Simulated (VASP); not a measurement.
## Hf: single point with LDA

The system is Hf.

```
Hf
1.0
     3.11840    0.00000    0.00000
    -1.55920    2.70061    0.00000
     0.00000    0.00000    4.94755
Hf
2
Direct
  0.33333 0.66667 0.25000
  0.66667 0.33333 0.75000
```

| Item | Value |
| --- | --- |
| Program | VASP 6.6.1 |
| Task | single point |
| Functional | LDA |
| Potentials or basis | VASP PAW LDA potentials, release 64 (Hf_pv) |
| Cutoff | 520 eV |
| k mesh | 12 × 12 × 7 |
| Occupations | methfessel-paxton, width 1 eV |
| Spin | no spin polarisation |
| Dipole correction | no |
| Further INCAR settings | ALGO = Normal; EDIFF = 1e-06; NBANDS = 17 |

```json
{
  "Pressure": "-0.2 GPa",
  "Band gap on the k mesh": "zero (band 10 reaches 6.42 eV, above the bottom of band 11 at 5.03 eV)"
}
```

Stress tensor (GPa, compression positive):
```
-0.61  0.00  0.00
 0.00 -0.61  0.00
 0.00  0.00  0.47
```

Levels at points of the mesh, in eV from the Fermi level:
| k point | band 6 | band 7 | band 8 | band 9 | band 10 | band 11 | band 12 | band 13 | band 14 | band 15 |
| --- | --- | --- | --- | --- | --- | --- | --- | --- | --- | --- |
| (0.00, 0.00, 0.00) | -29.69 | -7.46 | -3.86 | 1.15 | 1.21 | 1.21 | 1.49 | 2.09 | 2.09 | 2.81 |
| (0.50, 0.00, 0.00) | -29.83 | -3.36 | -2.95 | -2.37 | -0.47 | 0.81 | 1.04 | 1.86 | 6.38 | 6.94 |

It took 18 s on 1 thread of Intel(R) Xeon(R) 6975P-C (Granite Rapids), with other jobs on the host, peak memory 0.17 GiB.

Caveat: spin-orbit coupling is left out, which moves the levels of the heavy elements.
